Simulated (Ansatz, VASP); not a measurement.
# Two plane-wave programs on Mo

```xyz
1
Lattice="-1.5649 1.5649 1.5649 1.5649 -1.5649 1.5649 1.5649 1.5649 -1.5649" Properties=species:S:1:pos:R:3 pbc="T T T"
Mo    0.0000    0.0000    0.0000
```

Alike in both runs: functional PBEsol; k mesh 24 × 24 × 24; occupations fermi-dirac, width 0.1 eV; no spin polarisation.

Ansatz relaxed the structure, and its values are those at the end. VASP's run is a single point on that final structure, the one shown.

|  | VASP | Ansatz |
| --- | --- | --- |
| version | VASP 6.6.1 | Ansatz 0.2.0 |
| potentials or method | VASP PAW PBE potentials, release 64 (Mo_sv) | PAW with Ansatz's default frozen-core files, scalar-relativistic |
| plane-wave cutoff (eV) | 520 | 420 |
| valence electrons in the cell | 14 | 14 |

|  | VASP | Ansatz | Ansatz less VASP |
| --- | --- | --- | --- |
| pressure (GPa) | 0.6 | 0.0 | -0.55 |

VASP's potentials were made for PBE, not for PBEsol. The functional is the same, so the differences come from potentials, cutoffs and numerics.
